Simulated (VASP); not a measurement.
**WS2: electric field gradients with LDA**

The system is WS2.

```xyz
3
Lattice="1.5468 0.8930 6.0375 -1.5468 0.8930 6.0375 0.0000 -1.7861 6.0375" Properties=species:S:1:pos:R:3 pbc="T T T"
W     0.0000    0.0000    0.0000
S     0.0000    0.0000   13.5898
S     0.0000    0.0000   10.5234
```

This cell differs from its parent crystal: volume scaled by 0.94.

| Property | Result |
| --- | --- |
| Program | VASP 6.6.1 |
| Task | electric field gradients |
| Functional | LDA |
| Potentials or basis | VASP PAW LDA potentials, release 64 (W_sv, S) |
| Cutoff | 520 eV |
| k mesh | 13 × 13 × 13 |
| Occupations | fermi-dirac, width 0.08 eV |
| Spin | no spin polarisation |
| Dipole correction | no |
| Further INCAR settings | ALGO = Normal; EDIFF = 1e-08; NBANDS = 20 |

```json
{"Pressure": "8.3 GPa", "Largest force": "1.293 eV/Å", "Band gap on the k mesh": "0.95 eV, indirect (least direct gap 2.27 eV)"}
```

Forces in eV/Å, atoms in the order of the input:
```
W    0.000  0.000 -0.678
S    0.000  0.000  1.293
S    0.000  0.000 -0.615
```

Stress tensor (GPa, compression positive):
```
7.78 0.00 0.00
0.00 7.78 0.00
0.00 0.00 9.29
```

Levels at points of the mesh, in eV from the valence-band top:
| k point | band 9 | band 10 | band 11 | band 12 | band 13 | band 14 | band 15 | band 16 | band 17 | band 18 |
| --- | --- | --- | --- | --- | --- | --- | --- | --- | --- | --- |
| (0.00, 0.00, 0.00) | -3.85 | -2.48 | -2.48 | -1.66 | -1.42 | 2.24 | 2.24 | 2.72 | 2.72 | 4.92 |

Electric field gradients, principal values (V/Å²):
```csv
atom,least,middle,greatest (by size)
1 W,86.110,86.110,-172.219
2 S,27.295,27.295,-54.590
3 S,23.289,23.289,-46.578
```

Wall time 11 min on 1 thread of Intel Xeon 6975P-C, with other jobs on the host, peak memory 0.41 GiB.

Caveat: without QUAD_EFG the Cq values of the log hold for a quadrupole moment of 1 mb, not for the nuclei; spin-orbit coupling is left out, which moves the levels of the heavy elements; forces of over 1 eV/Å act on the atoms, so gaps and moduli don't describe the material at rest. A k mesh can miss the band edges.
